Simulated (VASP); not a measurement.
# Al16Co16Si (a cell with a defect) in VASP: single point with PBE

Aim: the single point of Al16Co16Si (a cell with a defect) with PBE.

All numbers are computed with VASP 6.6.1; they aren't measurements. Logs are shortened: lines on timing, memory, paths and dates and some standing lists are left out, and cuts for length are marked.

### 1 The cell of the first run

The cell holds a defect, 33 atoms: a = 8.065 Å, b = 8.065 Å, c = 8.065 Å, α = 60.00°, β = 60.00°, γ = 60.00°.

### 2 Single point, PBE

The input, INCAR:

```
SYSTEM = Al16Co16Si
PREC = Accurate
ENCUT = 520
EDIFF = 1E-6
ISMEAR = 1
SIGMA = 0.1
LREAL = Auto
LASPH = .TRUE.
NELM = 120
ALGO = Normal
ISIF = 2
LWAVE = .FALSE.
LCHARG = .TRUE.
GGA = PE
LELF = .TRUE.
LVHAR = .TRUE.
NBANDS = 120
GGA_COMPAT = .FALSE.
```

The input, KPOINTS:

```
regular mesh
0
G
  1 1 1
  0 0 0
```

The input, POSCAR:

```
Al16Co16Si
1.0
    0.0000000000      5.7030923000      5.7030923000
    5.7030923000      0.0000000000      5.7030923000
    5.7030923000      5.7030923000      0.0000000000
Al Co Si
16 16 1
Direct
   -0.0041795746      0.0008534843      0.0059289765
    0.2349328977      0.2415209026      0.2940090940
   -0.0111122171      0.0086930033      0.5014376148
    0.2355112682      0.2393823260      0.7631951705
    0.0119637727      0.4961330365     -0.0056380816
    0.2474654846      0.7539605312      0.2402374761
   -0.0080064459      0.5057900781      0.5001261333
    0.2260391262      0.7871003596      0.7580801384
    0.5083059939     -0.0278792612      0.0077338745
    0.7580887302      0.2436998959      0.2413573072
    0.4966125132      0.0050614646      0.5021740574
    0.7464479402      0.2479504847      0.7585767988
    0.4964472520      0.4978100214     -0.0000649648
    0.7605274072      0.7562719965      0.2385270882
    0.5573762150      0.5304481921      0.3815146039
    0.7469011154      0.7647384560      0.7262384654
    0.1231598514      0.1214365757      0.1319205372
    0.3715171329      0.3794894745      0.3814834805
    0.1099366742      0.1336697637      0.6369049998
    0.3768197825      0.2993016613      0.9702730920
    0.1260363610      0.6216274985      0.1256702438
    0.3690157706      0.8721812200      0.3837758333
    0.1178498374      0.6412067888      0.6080510919
    0.3747133814      0.8742881472      0.8743025253
    0.6278296601      0.1189427532      0.1339316392
    0.8818273904      0.3735852215      0.3743933795
    0.6044702275      0.1605759563      0.6210131826
    0.8728444567      0.3775631511      0.8712593517
    0.6515429358      0.6285659273      0.0681881828
    0.8725105150      0.8779487928      0.3723432637
    0.6076715609      0.6256979218      0.6137060065
    0.8725720606      0.8760485956      0.8721019648
    0.3804655239      0.4790248617      0.6965010894
```

Potentials or basis: VASP PAW PBE potentials, release 64 (Al, Co, Si).

Launch:

```bash
> cat potpaw_PBE.64/Al/POTCAR potpaw_PBE.64/Co/POTCAR potpaw_PBE.64/Si/POTCAR > POTCAR
> mpirun -np 1 vasp_gam > vasp.out
```

OUTCAR:

```text
SYSTEM = Al16Co16Si
   PREC = Accurate
   ENCUT = 520
   EDIFF = 1E-6
   ISMEAR = 1
   LREAL = Auto
   LASPH = .TRUE.
   NELM = 120
   ISIF = 2
   GGA = PE

 ion  position               nearest neighbor table
   1  0.996  0.001  0.006-  30 2.41  25 2.42  19 2.43  17 2.46  28 2.48  24 2.50  21 2.50  32 2.52
                             8 2.64   4 2.73  10 2.73  14 2.74   6 2.77  12 2.83
   2  0.235  0.242  0.294-  20 2.16  19 2.26  26 2.34  18 2.40  22 2.44  21 2.52  25 2.60  17 2.60
                            11 2.69   7 2.69   3 2.74  13 2.97   5 3.00   9 3.17
   3  0.989  0.009  0.501-  26 2.41  23 2.42  17 2.43  32 2.44  30 2.48  22 2.50  19 2.51  27 2.54
                             2 2.74  16 2.78  10 2.80   8 2.82  12 2.83   6 2.94
   4  0.236  0.239  0.763-  19 2.36  28 2.39  24 2.41  17 2.43  33 2.45  27 2.45  18 2.52  23 2.65
                             1 2.73  20 2.75   5 2.79  11 2.83   7 2.89   9 2.95
   5  0.012  0.496  0.994-  29 2.40  21 2.44  17 2.47  26 2.50  32 2.50  20 2.51  28 2.51  23 2.55
                            33 2.72   4 2.79  14 2.88  10 2.89   8 2.90   2 3.00  16 3.04
   6  0.247  0.754  0.240-  24 2.41  17 2.42  23 2.42  21 2.43  18 2.47  30 2.47  22 2.53  15 2.66
                            29 2.67   9 2.74   1 2.77  13 2.83   7 2.87   3 2.94
   7  0.992  0.506  0.500-  26 2.43  23 2.43  28 2.44  30 2.45  19 2.45  21 2.47  18 2.50  31 2.54
                             2 2.69  16 2.77  14 2.81  12 2.87   6 2.87   4 2.89
   8  0.226  0.787  0.758-  19 2.28  24 2.33  32 2.34  33 2.34  21 2.44  22 2.48  31 2.54   1 2.64
                            23 2.67  11 2.80   3 2.82   5 2.90  13 2.94  20 3.23
   9  0.508  0.972  0.008-  20 2.21  29 2.29  32 2.41  24 2.41  22 2.48  17 2.54  27 2.58  25 2.59
                             6 2.74  14 2.76  16 2.80  12 2.94   4 2.95   2 3.17  15 3.31
  10  0.758  0.244  0.241-  25 2.39  17 2.41  30 2.41  28 2.44  15 2.51  27 2.52  26 2.55  18 2.55
                            29 2.55   1 2.73   3 2.80  11 2.86  13 2.87   5 2.89
  11  0.497  0.005  0.502-  25 2.43  24 2.45  18 2.47  30 2.48  22 2.50  31 2.51  27 2.53  19 2.55
                             2 2.69  16 2.71   8 2.80   4 2.83  10 2.86  14 2.92
  12  0.746  0.248  0.759-  19 2.39  27 2.43  28 2.43  32 2.45  25 2.47  31 2.50  20 2.52  26 2.53
                            33 2.74  13 2.80   3 2.83   1 2.83   7 2.87   9 2.94  15 3.32
  13  0.496  0.498  1.000-  29 2.36  20 2.39  21 2.44  28 2.48  24 2.48  25 2.50  18 2.51  31 2.55
                            12 2.80   6 2.83  10 2.87   8 2.94  16 2.95   2 2.97  33 3.11
  14  0.761  0.756  0.239-  25 2.39  21 2.41  32 2.41  30 2.42  31 2.48  15 2.52  26 2.52  22 2.58
                            29 2.69   1 2.74   9 2.76   7 2.81   5 2.88  11 2.92
  15  0.557  0.530  0.382-  29 2.07  33 2.14  26 2.25  18 2.36  22 2.40  10 2.51  14 2.52  27 2.57
                            31 2.60   6 2.66  23 2.95   9 3.31  12 3.32
  16  0.747  0.765  0.726-  29 2.26  30 2.33  23 2.44  24 2.46  32 2.53  28 2.55  31 2.58  27 2.61
                            11 2.71   7 2.77   3 2.78   9 2.80  13 2.95   5 3.04
  17  0.123  0.121  0.132-  10 2.41   6 2.42   4 2.43   3 2.43   1 2.46   5 2.47  20 2.52   9 2.54
                             2 2.60  30 2.82  26 2.82  22 2.84  24 2.88  28 2.91
  18  0.372  0.379  0.381-  15 2.36   2 2.40  11 2.47   6 2.47   7 2.50  13 2.51   4 2.52  10 2.55
                            27 2.70  23 2.79  21 2.86  19 2.89  25 2.90  29 3.05  33 3.06
  19  0.110  0.134  0.637-   2 2.26   8 2.28   4 2.36  12 2.39   1 2.43   7 2.45   3 2.51  11 2.55
                            28 2.73  26 2.80  32 2.83  24 2.87  18 2.89  22 2.94
  20  0.377  0.299  0.970-  33 1.94   2 2.16   9 2.21  13 2.39  25 2.40   5 2.51  17 2.52  12 2.52
                             4 2.75  21 2.81  27 2.91   8 3.23
  21  0.126  0.622  0.126-  14 2.41   6 2.43   8 2.44  13 2.44   5 2.44   7 2.47   1 2.50   2 2.52
                            26 2.81  20 2.81  24 2.86  18 2.86  30 2.87  32 2.89
  22  0.369  0.872  0.384-  15 2.40   2 2.44   8 2.48   9 2.48  11 2.50   3 2.50   6 2.53  14 2.58
                            31 2.67  23 2.75  17 2.84  25 2.88  33 2.89  19 2.94
  23  0.118  0.641  0.608-  33 2.12   3 2.42   6 2.42   7 2.43  16 2.44   5 2.55   4 2.65   8 2.67
                            30 2.74  22 2.75  18 2.79  32 2.85  28 2.90  15 2.95
  24  0.375  0.874  0.874-   8 2.33   4 2.41   9 2.41   6 2.41  11 2.45  16 2.46  13 2.48   1 2.50
                            29 2.71  21 2.86  19 2.87  17 2.88  31 2.91  27 2.95
  25  0.628  0.119  0.134-  10 2.39  14 2.39  20 2.40   1 2.42  11 2.43  12 2.47  13 2.50   9 2.59
                             2 2.60  30 2.76  28 2.87  32 2.88  22 2.88  18 2.90
  26  0.882  0.374  0.374-  15 2.25   2 2.34   3 2.41   7 2.43   5 2.50  14 2.52  12 2.53  10 2.55
                            19 2.80  21 2.81  27 2.81  31 2.81  17 2.82  29 3.08
  27  0.604  0.161  0.621-  12 2.43   4 2.45  33 2.46  10 2.52  11 2.53   3 2.54  15 2.57   9 2.58
                            16 2.61  18 2.70  26 2.81  20 2.91  24 2.95  32 2.97  30 3.03
  28  0.873  0.378  0.871-   4 2.39  12 2.43  10 2.44   7 2.44  13 2.48   1 2.48   5 2.51  16 2.55
                            29 2.56  19 2.73  25 2.87  23 2.90  17 2.91  31 2.98
  29  0.652  0.629  0.068-  15 2.07  16 2.26   9 2.29  13 2.36   5 2.40  10 2.55  28 2.56   6 2.67
                            32 2.69  14 2.69  24 2.71  18 3.05  26 3.08
  30  0.873  0.878  0.372-  16 2.33  10 2.41   1 2.41  14 2.42   7 2.45   6 2.47  11 2.48   3 2.48
                            23 2.74  25 2.76  17 2.82  21 2.87  31 2.95  27 3.03
  31  0.608  0.626  0.614-  33 2.31  14 2.48  12 2.50  11 2.51   7 2.54   8 2.54  13 2.55  16 2.58
                            15 2.60  22 2.67  26 2.81  24 2.91  30 2.95  28 2.98
  32  0.873  0.876  0.872-   8 2.34   9 2.41  14 2.41   3 2.44  12 2.45   5 2.50   1 2.52  16 2.53
                            29 2.69  19 2.83  23 2.85  25 2.88  21 2.89  27 2.97
  33  0.380  0.479  0.697-  20 1.94  23 2.12  15 2.14  31 2.31   8 2.34   4 2.45  27 2.46   5 2.72
                            12 2.74  22 2.89  18 3.06  13 3.11
[... 158 lines left out ...]
   total plane-waves  NPLWV = 216000
   dimension x,y,z NGX =    60 NGY =   60 NGZ =   60
   dimension x,y,z NGXF=   120 NGYF=  120 NGZF=  120
   ions per type =              16  16   1
   NGX,Y,Z   is equivalent  to a cutoff of  12.37, 12.37, 12.37 a.u.
   NGXF,Y,Z  is equivalent  to a cutoff of  24.73, 24.73, 24.73 a.u.
 SYSTEM =  Al16Co16Si
   PREC   = accura    normal or accurate (medium, high low for compatibility)
   ISTART =      0    job   : 0-new  1-cont  2-samecut
   ICHARG =      2    charge: 1-file 2-atom 10-const
   ISPIN  =      1    spin polarized calculation?
   LNONCOLLINEAR =      F non collinear calculations
   LSORBIT =      F    spin-orbit coupling
   LASPH  =      T    aspherical Exc in radial PAW
   ENCUT  =  520.0 eV  38.22 Ry    6.18 a.u.  15.00 15.00 15.00*2*pi/ulx,y,z
   NELM   =    120;   NELMIN=  2; NELMDL= -5     # of ELM steps
   EDIFF  = 0.1E-05   stopping-criterion for ELM
   LREAL  =      T    real-space projection
   EDIFFG = 0.1E-04   stopping-criterion for IOM
   NSW    =      0    number of steps for IOM
   IBRION =     -1    ionic relax: 0-MD 1-quasi-New 2-CG
   NFREE  =      0    steps in history (QN), initial steepest desc. (CG)
   ISIF   =      2    stress and relaxation
   ISYM   =      2    0-nonsym 1-usesym 2-fastsym
   POTIM  = 0.5000    time-step for ionic-motion
   TEBEG  =    0.0;   TEEND  =   0.0 temperature during run
   PSTRESS=    0.0 pullay stress
   NELECT =     196.0000    total number of electrons
   NUPDOWN=      -1.0000    fix difference up-down
   EMIN   =  10.00;   EMAX   =-10.00  energy-range for DOS
   EFERMI =   0.00;   METHOD = LEGACY
   ISMEAR =     1;   SIGMA  =   0.10  broadening in eV -4-tet -1-fermi 0-gaus
   EFERMI_NEDOS =   21; number of points for ismear=-14 and -15
   IALGO  =     38    algorithm
   IMIX   =      4    mixing-type and parameters
     AMIX     =   0.40;   BMIX     =  1.00
     AMIX_MAG =   1.60;   BMIX_MAG =  1.00
  volume/ion in A,a.u.               =      11.24        75.87
  Fermi-wavevector in a.u.,A,eV,Ry     =   1.323447  2.500952 23.830756  1.751511
  Thomas-Fermi vector in A             =   2.453054
   LORBIT       =      0    0 simple, 1 ext, 2 COOP (PROOUT), +10 PAW based schemes
   GGA     = PE    functional components
   LHFCALC =     F    Hartree Fock is set to
   AEXX    =    0.0000 exact exchange contribution
   IVDW    =     0    specifies the selected vdW correction
   LEPSILON=     F    determine dielectric tensor
   LRPA    =     F    only Hartree local field effects (RPA)
 non-spin polarized calculation
 Methfessel and Paxton  Order N= 1 SIGMA  =   0.10
  energy-cutoff  :      520.00
  volume of cell :      370.99
 maximum number of plane-waves:      4921
 NGX is ok and might be reduce to    60
   NGX = 29   NGY = 29   NGZ = 29

 number of electron     196.0000006 magnetization

 Free energy of the ion-electron system (eV)
  ---------------------------------------------------
  ext. energy  EPLUGINS =         0.00000000
  ---------------------------------------------------
  free energy    TOTEN  =      -194.37081279 eV

  energy without entropy =     -194.41810826  energy(sigma->0) =     -194.38657795

 E-fermi :  11.0043     XC(G=0): -12.3817

 val. band max:       10.9256381471   @ k =   0.0000   0.0000   0.0000
 cond. band min:      11.1096181938   @ k =   0.0000   0.0000   0.0000
 fundamental gap:      0.1839800467
 Fermi energy:        11.0043088259

 k-point     1 :       0.0000    0.0000    0.0000
  band No.  band energies     occupation
      1      -0.8613      2.00000
      2       1.1299      2.00000
      3       2.5050      2.00000
      4       2.7911      2.00000
      5       2.9495      2.00000
      6       3.0305      2.00000
[... 102 lines left out ...]
    109      13.3823      0.00000
    110      13.4711      0.00000
 [bands above 110 left out]

------------------------ aborting loop because EDIFF is reached ----------------------------------------

  FORCE on cell =-STRESS in cart. coord.  units (eV):
  Direction    XX          YY          ZZ          XY          YZ          ZX
  --------------------------------------------------------------------------------------
  -------------------------------------------------------------------------------------
  Total       23.7482863     22.3907725     20.4839025      6.0437009     -9.6134196     -7.4541099
  in kB      102.5608617     96.6982165     88.4630860     26.1007116    -41.5171263    -32.1917937
  external PRESSURE =      95.9073880 kB  Pullay stress =       0.0000000 kB

 VOLUME and BASIS-vectors are now :
 -----------------------------------------------------------------------------
  energy-cutoff  :      520.00
  volume of cell :      370.99
      direct lattice vectors                 reciprocal lattice vectors
     0.000000000  5.703092300  5.703092300    -0.087671736  0.087671736  0.087671736
     5.703092300  0.000000000  5.703092300     0.087671736 -0.087671736  0.087671736
     5.703092300  5.703092300  0.000000000     0.087671736  0.087671736 -0.087671736

 POSITION                                       TOTAL-FORCE (eV/Angst)
 -----------------------------------------------------------------------------------
      0.03868      5.71307      5.68412        -0.001304     -0.000796     -0.002627
      3.05418      3.01661      2.71726        -0.007630     -0.012497      0.013792
      2.90932      8.49946      5.68930        -0.001043     -0.002472     -0.001859
      5.71779      5.69572      2.70836        -0.005384     -0.002936     -0.005615
      8.50043      5.73917      2.89772         0.011099     -0.005362     -0.006335
      5.67000      2.78141      5.71122         0.002535     -0.009743     -0.004118
[... 25 lines left out ...]
      9.96986      9.95004      9.97254        -0.001023     -0.002065     -0.003746
      6.70413      6.14204      4.90175        -0.003995     -0.054809      0.014773
 -----------------------------------------------------------------------------------
    total drift:                               -0.018113     -0.003488     -0.008196

  FREE ENERGIE OF THE ION-ELECTRON SYSTEM (eV)
  ---------------------------------------------------
  free  energy   TOTEN  =      -194.3708127934 eV

  energy  without entropy=     -194.4181082649  energy(sigma->0) =     -194.38657795
```

Wall time 7.7 min (1 thread of Intel Xeon 8259CL, shared host); peak memory 0.49 GiB.

Results:

| Property | Result |
| --- | --- |
| Free energy | -194.3708 eV |
| Pressure | 9.6 GPa |
| Largest force | 0.079 eV/Å |

Forces on the atoms (eV/Å):
```
Al  -0.001 -0.001 -0.003
Al  -0.008 -0.012  0.014
Al  -0.001 -0.002 -0.002
Al  -0.005 -0.003 -0.006
Al   0.011 -0.005 -0.006
Al   0.003 -0.010 -0.004
Al   0.003  0.005 -0.002
Al  -0.005  0.000  0.004
Al  -0.001 -0.003  0.005
Al  -0.005  0.000 -0.002
Al  -0.002  0.002  0.001
Al  -0.008  0.008  0.003
Al   0.004  0.004  0.006
Al  -0.003  0.000  0.010
Al  -0.001 -0.005  0.013
Al   0.003  0.013 -0.007
Co   0.005  0.005  0.009
Co  -0.001 -0.002  0.004
Co   0.003  0.002 -0.001
Co   0.006  0.057 -0.055
Co  -0.003  0.005 -0.001
Co  -0.003 -0.004  0.005
Co  -0.002  0.001  0.003
Co  -0.001  0.002  0.000
Co   0.007 -0.014  0.000
Co  -0.005 -0.002  0.004
Co  -0.009  0.004 -0.001
Co   0.010  0.000  0.000
Co   0.017  0.017 -0.025
Co  -0.004 -0.009  0.008
Co   0.001  0.006  0.013
Co  -0.001 -0.002 -0.004
Si  -0.004 -0.055  0.015
```

Levels at points of the mesh, in eV from the Fermi level:
| k point | band 96 | band 97 | band 98 | band 99 | band 100 | band 101 |
| --- | --- | --- | --- | --- | --- | --- |
| (0.00, 0.00, 0.00) | -0.10 | -0.09 | -0.08 | 0.11 | 0.19 | 0.23 |

Caveat: the k points lie up to 0.95 Å⁻¹ apart, too coarse for converged energies, forces and pressures. Spin polarisation is off, so any magnetic state and its effect on volume and gap are missing.
